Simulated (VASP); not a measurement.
# Ca (Fm-3m) in VASP: notebook

Ca is run at these levels: r2SCAN; tasks: single point.

Program: VASP 6.6.1. These are calculated values, not measurements. Logs are shortened: lines on timing, memory, paths and dates and some standing lists are left out, and cuts for length are marked.

## (1) The cell of the first run

It takes space group Fm-3m (No. 225, cubic). Conventional cell: a = 5.567 Å, b = 5.567 Å, c = 5.567 Å, α = 90.00°, β = 90.00°, γ = 90.00°. Within 5.2 Å of Ca (site symmetry m-3m) lie 12 Ca at 3.94 Å.

## (2) Single point, r2SCAN

POSCAR

```
Ca
1.0
    0.0000000000      2.7835023068      2.7835023068
    2.7835023068      0.0000000000      2.7835023068
    2.7835023068      2.7835023068      0.0000000000
Ca
1
Direct
    0.0000000000      0.0000000000      0.0000000000
```

INCAR.step1

```
SYSTEM = Ca
PREC = Accurate
ENCUT = 520
ISMEAR = 1
SIGMA = 1.0
LREAL = .False.
LASPH = .True.
NELM = 100
NBANDS = 11
GGA = PE
ALGO = Normal
EDIFF = 1E-4
LWAVE = .True.
LCHARG = .False.
```

INCAR.step2

```
SYSTEM = Ca
PREC = Accurate
ENCUT = 520
EDIFF = 1E-6
ISMEAR = 1
SIGMA = 1.0
LREAL = .False.
LASPH = .True.
NELM = 100
ALGO = Normal
ISIF = 2
LWAVE = .False.
LCHARG = .False.
METAGGA = R2SCAN
LMIXTAU = .True.
NBANDS = 11
ISTART = 1
```

KPOINTS

```
Automatic mesh
0
Gamma
  10 10 10
  0 0 0
```

Potentials or basis: VASP PAW PBE potentials, release 64 (Ca_sv).

On the command line:

```console
$ cat potpaw_PBE.64/Ca_sv/POTCAR > POTCAR
$ cp INCAR.step1 INCAR
$ mpirun -np 1 vasp_std > vasp.out
$ cp INCAR.step2 INCAR
$ mpirun -np 1 vasp_std > vasp.out
```

OUTCAR:

```text
SYSTEM = Ca
   PREC = Accurate
   ENCUT = 520
   EDIFF = 1E-6
   ISMEAR = 1
   LREAL = .False.
   LASPH = .True.
   NELM = 100
   ISIF = 2
   METAGGA = R2SCAN
   ISTART = 1

 ion  position               nearest neighbor table
   1  0.000  0.000  0.000-

  LATTYP: Found a face centered cubic cell.
 ALAT       =     5.5670046136

  Lattice vectors:

 A1 = (   0.0000000000,   2.7835023068,   2.7835023068)
 A2 = (   2.7835023068,   0.0000000000,   2.7835023068)
 A3 = (   2.7835023068,   2.7835023068,   0.0000000000)

Analysis of symmetry for initial positions (statically):
=====================================================================
 Subroutine PRICEL returns:
 Original cell was already a primitive cell.

 Routine SETGRP: Setting up the symmetry group for a
 face centered cubic supercell.

 Subroutine GETGRP returns: Found 48 space group operations
 (whereof 48 operations were pure point group operations)
 out of a pool of 48 trial point group operations.

The static configuration has the point symmetry O_h .

Analysis of symmetry for dynamics (positions and initial velocities):
=====================================================================
 Subroutine PRICEL returns:
 Original cell was already a primitive cell.

 Routine SETGRP: Setting up the symmetry group for a
 face centered cubic supercell.

 Subroutine GETGRP returns: Found 48 space group operations
 (whereof 48 operations were pure point group operations)
 out of a pool of 48 trial point group operations.

The dynamic configuration has the point symmetry O_h .

 Subroutine INISYM returns: Found 48 space group operations
 (whereof 48 operations are pure point group operations),
 and found     1 'primitive' translations

----------------------------------------------------------------------------------------

                                     Primitive cell

  volume of cell :      43.1325

  direct lattice vectors                    reciprocal lattice vectors
     0.000000000  2.783502307  2.783502307    -0.179629813  0.179629813  0.179629813
     2.783502307  0.000000000  2.783502307     0.179629813 -0.179629813  0.179629813
     2.783502307  2.783502307  0.000000000     0.179629813  0.179629813 -0.179629813

  length of vectors
     3.936466713  3.936466713  3.936466713     0.311127963  0.311127963  0.311127963

  position of ions in fractional coordinates (direct lattice)
     0.000000000  0.000000000  0.000000000

  ion indices of the primitive-cell ions
   primitive index   ion index
                 1           1

----------------------------------------------------------------------------------------

 KPOINTS: Automatic mesh

Automatic generation of k-mesh.
 Grid dimensions read from file:
 generate k-points for:   10   10   10

 Generating k-lattice:

  Cartesian coordinates                     Fractional coordinates (reciprocal lattice)
    -0.017962981  0.017962981  0.017962981     0.100000000  0.000000000  0.000000000
     0.017962981 -0.017962981  0.017962981     0.000000000  0.100000000  0.000000000
     0.017962981  0.017962981 -0.017962981     0.000000000  0.000000000  0.100000000

  Length of vectors
     0.031112796  0.031112796  0.031112796

  Shift w.r.t. Gamma in fractional coordinates (k-lattice)
     0.000000000  0.000000000  0.000000000

 Subroutine IBZKPT returns following result:
 ===========================================

 Found     47 irreducible k-points:

 Following reciprocal coordinates:
            Coordinates               Weight
  0.000000  0.000000  0.000000      1.000000
  0.100000  0.000000  0.000000      8.000000
  0.200000  0.000000  0.000000      8.000000
  0.300000  0.000000  0.000000      8.000000
  0.400000  0.000000  0.000000      8.000000
  0.500000  0.000000  0.000000      4.000000
[... 16 lines left out ...]
  0.300000  0.300000  0.000000      6.000000
  0.400000  0.300000  0.000000     24.000000
 [... further k-points ...]
   k-points           NKPTS =     47   k-points in BZ     NKDIM =     47   number of bands    NBANDS=     11
   number of dos      NEDOS =    301   number of ions     NIONS =      1
   total plane-waves  NPLWV =  27000
   dimension x,y,z NGX =    30 NGY =   30 NGZ =   30
   dimension x,y,z NGXF=    60 NGYF=   60 NGZF=   60
   ions per type =               1
   NGX,Y,Z   is equivalent  to a cutoff of  12.67, 12.67, 12.67 a.u.
   NGXF,Y,Z  is equivalent  to a cutoff of  25.34, 25.34, 25.34 a.u.
 SYSTEM =  Ca
   PREC   = accura    normal or accurate (medium, high low for compatibility)
   ISTART =      1    job   : 0-new  1-cont  2-samecut
   ICHARG =      0    charge: 1-file 2-atom 10-const
   ISPIN  =      1    spin polarized calculation?
   LNONCOLLINEAR =      F non collinear calculations
   LSORBIT =      F    spin-orbit coupling
   LASPH  =      T    aspherical Exc in radial PAW
   ENCUT  =  520.0 eV  38.22 Ry    6.18 a.u.   7.32  7.32  7.32*2*pi/ulx,y,z
   NELM   =    100;   NELMIN=  2; NELMDL=  0     # of ELM steps
   EDIFF  = 0.1E-05   stopping-criterion for ELM
   LREAL  =      F    real-space projection
   EDIFFG = 0.1E-04   stopping-criterion for IOM
   NSW    =      0    number of steps for IOM
   IBRION =     -1    ionic relax: 0-MD 1-quasi-New 2-CG
   NFREE  =      0    steps in history (QN), initial steepest desc. (CG)
   ISIF   =      2    stress and relaxation
   ISYM   =      2    0-nonsym 1-usesym 2-fastsym
   POTIM  = 0.5000    time-step for ionic-motion
   TEBEG  =    0.0;   TEEND  =   0.0 temperature during run
   PSTRESS=    0.0 pullay stress
   NELECT =      10.0000    total number of electrons
   NUPDOWN=      -1.0000    fix difference up-down
   EMIN   =  10.00;   EMAX   =-10.00  energy-range for DOS
   EFERMI =   0.00;   METHOD = LEGACY
   ISMEAR =     1;   SIGMA  =   1.00  broadening in eV -4-tet -1-fermi 0-gaus
   EFERMI_NEDOS =   21; number of points for ismear=-14 and -15
   IALGO  =     38    algorithm
   IMIX   =      4    mixing-type and parameters
     AMIX     =   0.40;   BMIX     =  1.00
     AMIX_MAG =   1.60;   BMIX_MAG =  1.00
  volume/ion in A,a.u.               =      43.13       291.07
  Fermi-wavevector in a.u.,A,eV,Ry     =   1.005711  1.900518 13.761678  1.011455
  Thomas-Fermi vector in A             =   2.138408
   LORBIT       =      0    0 simple, 1 ext, 2 COOP (PROOUT), +10 PAW based schemes
   METAGGA = R2SCAN    functional components
   LHFCALC =     F    Hartree Fock is set to
   AEXX    =    0.0000 exact exchange contribution
   IVDW    =     0    specifies the selected vdW correction
   LEPSILON=     F    determine dielectric tensor
   LRPA    =     F    only Hartree local field effects (RPA)
 non-spin polarized calculation
 Methfessel and Paxton  Order N= 1 SIGMA  =   1.00
  energy-cutoff  :      520.00
  volume of cell :       43.13
 maximum number of plane-waves:      1211
 NGX is ok and might be reduce to    30
   NGX = 15   NGY = 15   NGZ = 15

 number of electron       9.9999998 magnetization

 Free energy of the ion-electron system (eV)
  ---------------------------------------------------
  ext. energy  EPLUGINS =         0.00000000
  ---------------------------------------------------
  free energy    TOTEN  =        -7.02199638 eV

  energy without entropy =       -7.03244256  energy(sigma->0) =       -7.02547844

 E-fermi :   1.9378     XC(G=0):  -8.1496

 val. band max:        1.9376979868   @ k =  -0.3000   0.4000   0.1000
 cond. band min:       1.9961634933   @ k =  -0.4000   0.2000   0.0000
 fundamental gap:      0.0584655065
 Fermi energy:         1.9378371022

 k-point     1 :       0.0000    0.0000    0.0000
  band No.  band energies     occupation
      1     -41.9207      2.00000
      2     -21.9509      2.00000
      3     -21.9509      2.00000
      4     -21.9508      2.00000
      5      -2.3395      2.00000
      6       4.5842     -0.00117
      7       4.5842     -0.00117
      8       4.5842     -0.00117
      9       5.6948     -0.00000
     10       5.6948     -0.00000
     11      11.4243     -0.00000

 k-point     2 :       0.1000    0.0000    0.0000
  band No.  band energies     occupation
      1     -41.9194      2.00000
      2     -21.9640      2.00000
      3     -21.9526      2.00000
      4     -21.9526      2.00000
      5      -2.1620      2.00000
      6       4.3805     -0.00298
      7       4.6479     -0.00086
      8       4.6480     -0.00086
      9       5.6384     -0.00000
     10       5.6384     -0.00000
     11      11.5916     -0.00000

 k-point     3 :       0.2000    0.0000    0.0000
  band No.  band energies     occupation
      1     -41.9162      2.00000
      2     -21.9981      2.00000
      3     -21.9573      2.00000
      4     -21.9572      2.00000
      5      -1.6457      2.00000
      6       3.8660     -0.02003
      7       4.7358     -0.00055
      8       4.7358     -0.00055
      9       5.6107     -0.00000
     10       5.6107     -0.00000
     11      10.5019     -0.00000

 k-point     4 :       0.3000    0.0000    0.0000
  band No.  band energies     occupation
      1     -41.9121      2.00000
      2     -22.0400      2.00000
      3     -21.9630      2.00000
      4     -21.9629      2.00000
      5      -0.8415      2.00061
      6       3.1769     -0.07085
      7       4.6539     -0.00084
      8       4.6539     -0.00084
      9       5.8556     -0.00000
     10       5.8556     -0.00000
     11       9.0032     -0.00000
[... 239 lines left out ...]
 k-point    22 :      -0.2000    0.2000    0.0000
  band No.  band energies     occupation
      1     -41.9107      2.00000
      2     -22.0334      2.00000
      3     -21.9884      2.00000
      4     -21.9623      2.00000
      5      -0.5758      2.00218
      6       3.3167     -0.06503
      7       4.1064     -0.00894
      8       5.0394     -0.00010
      9       5.2823     -0.00002
     10       6.3285     -0.00000
     11       9.4829     -0.00000

 k-point    23 :       0.3000    0.3000    0.0000
  band No.  band energies     occupation
      1     -41.9093      2.00000
      2     -22.0358      2.00000
      3     -21.9831      2.00000
      4     -21.9831      2.00000
      5      -0.3841      2.00494
      6       3.2075     -0.07033
      7       4.0102     -0.01257
      8       5.4369     -0.00001
      9       5.4369     -0.00001
     10       6.1306     -0.00000
     11      10.3585     -0.00000

 k-point    24 :       0.4000    0.3000    0.0000
  band No.  band energies     occupation
      1     -41.9067      2.00000
      2     -22.0539      2.00000
      3     -21.9928      2.00000
      4     -21.9886      2.00000
      5       0.3067      2.04326
      6       2.9472     -0.05214
      7       3.5907     -0.04128
      8       5.5510     -0.00000
      9       5.8589     -0.00000
     10       6.3390     -0.00000
     11       8.9627     -0.00000

 [... further k-points ...]
[... 5 lines left out ...]
  --------------------------------------------------------------------------------------
  -------------------------------------------------------------------------------------
  Total        0.0114518      0.0114518      0.0114518     -0.0000000     -0.0000000     -0.0000000
  in kB        0.4253827      0.4253827      0.4253827     -0.0000000     -0.0000000     -0.0000000
  external PRESSURE =       0.4253827 kB  Pullay stress =       0.0000000 kB

 VOLUME and BASIS-vectors are now :
 -----------------------------------------------------------------------------
  energy-cutoff  :      520.00
  volume of cell :       43.13
      direct lattice vectors                 reciprocal lattice vectors
     0.000000000  2.783502307  2.783502307    -0.179629813  0.179629813  0.179629813
     2.783502307  0.000000000  2.783502307     0.179629813 -0.179629813  0.179629813
     2.783502307  2.783502307  0.000000000     0.179629813  0.179629813 -0.179629813

 POSITION                                       TOTAL-FORCE (eV/Angst)
 -----------------------------------------------------------------------------------
      0.00000      0.00000      0.00000        -0.000000     -0.000000      0.000000
 -----------------------------------------------------------------------------------
    total drift:                               -0.000000     -0.000000      0.000000

  FREE ENERGIE OF THE ION-ELECTRON SYSTEM (eV)
  ---------------------------------------------------
  free  energy   TOTEN  =        -7.0219963770 eV

  energy  without entropy=       -7.0324425588  energy(sigma->0) =       -7.02547844
```

Wall time 78 s (1 thread of Intel Xeon 8259CL, shared host); peak memory 0.18 GiB.

What came out:

```yaml
Free_energy: -7.0220 eV
Pressure: 0.0 GPa
Band_gap_on_the_k_mesh: zero (bands 5 and 6 overlap by 0.48 eV)
```

Caveat: so wide a smearing shifts energies and pressures; the PAW data sets were made with another functional, which shifts forces and pressure a little.

(Continued in part 2 of 2.)

The gap in the log of VASP goes by the Fermi energy; the results here count the filled bands.